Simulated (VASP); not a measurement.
Here is a VASP 6.6.1 calculation.

The input INCAR:

```
PREC     = Accurate       # precision mode
ENCUT    = 520            # plane-wave cutoff, eV
EDIFF    = 1E-6           # SCF threshold, eV
ISMEAR   = 0              # smearing method
SIGMA    = 0.1            # smearing width, eV
LREAL    = F              # projectors in reciprocal space
LASPH    = T              # aspherical terms in the spheres
NELM     = 80             # most SCF steps
ALGO     = Normal         # electronic algorithm
ISIF     = 2              # what is computed and relaxed
LWAVE    = F              # write WAVECAR
LCHARG   = T              # write CHGCAR
GGA      = PE             # functional
LELF     = T              # ELF
LVHAR    = T            
NBANDS   = 21             # bands
```

The input KPOINTS:

```
Automatic mesh
0
Gamma
  12 12 12
```

File POSCAR:

```
Sn
1.0
    0.0000000000      3.3273247531      3.3273247531
    3.3273247531      0.0000000000      3.3273247531
    3.3273247531      3.3273247531      0.0000000000
Sn
2
Direct
    0.0000000000      0.0000000000      0.0000000000
    0.2500000000      0.2500000000      0.2500000000
```

Potentials or basis: VASP PAW PBE potentials, release 64 (Sn_d).

Launch:

```sh
$ cat potpaw_PBE.64/Sn_d/POTCAR > POTCAR
$ mpirun -np 1 vasp_std > vasp.out
```

(1) Estimate the band gap on the k mesh.

(2) What does it give for the pressure?

Results:

(1) zero (bands 14 and 15 overlap by 0.23 eV).

(2) 0.0 GPa.

Caveat: spin-orbit coupling is left out, which moves the levels of the heavy elements.
